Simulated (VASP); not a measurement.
A run of VASP 6.6.1 is set up as follows.

The input INCAR:

```
PREC     = Accurate       # precision mode
ENCUT    = 520            # plane-wave cutoff, eV
EDIFF    = 1E-7           # SCF threshold, eV
ISMEAR   = 0              # smearing method
SIGMA    = 0.03           # smearing width, eV
LREAL    = F              # projectors in reciprocal space
LASPH    = T              # aspherical terms in the spheres
NELM     = 100            # most SCF steps
ALGO     = Normal         # electronic algorithm
ISIF     = 2              # what is computed and relaxed
LWAVE    = F              # write WAVECAR
LCHARG   = F              # write CHGCAR
GGA      = CA             # functional
NBANDS   = 11             # bands
```

File KPOINTS:

```
Automatic mesh
0
Gamma
  16 16 16
```

POSCAR

```
C
1.0
    0.0000000000      2.1166507485      3.3597491838
    1.2227846672      0.0000000000      3.3597491838
    1.2227846672      2.1166507485      0.0000000000
C
2
Direct
    0.1369424390      0.8035293078      0.1964706922
    0.8332934344      0.1667065656      0.8332934344
```

Potentials or basis: VASP PAW LDA potentials, release 64 (C).

Command:

```sh
$ cat potpaw_LDA.64/C/POTCAR > POTCAR
$ mpirun -np 1 vasp_std > vasp.out
```

Task: What does it give for the largest force?

Result: 3.461 eV/Å.

Task: Predict the pressure.

Result: -1.9 GPa.

Forces on the atoms (eV/Å):
```
C    0.000 -0.004  3.461
C    0.000  0.004 -3.461
```

Caveat: the cell differs from its parent crystal (atom 1 (C) moved by (+0.000, -0.200) A along [1 1 0] and z); forces of over 1 eV/Å act on the atoms, so gaps and moduli don't describe the material at rest.
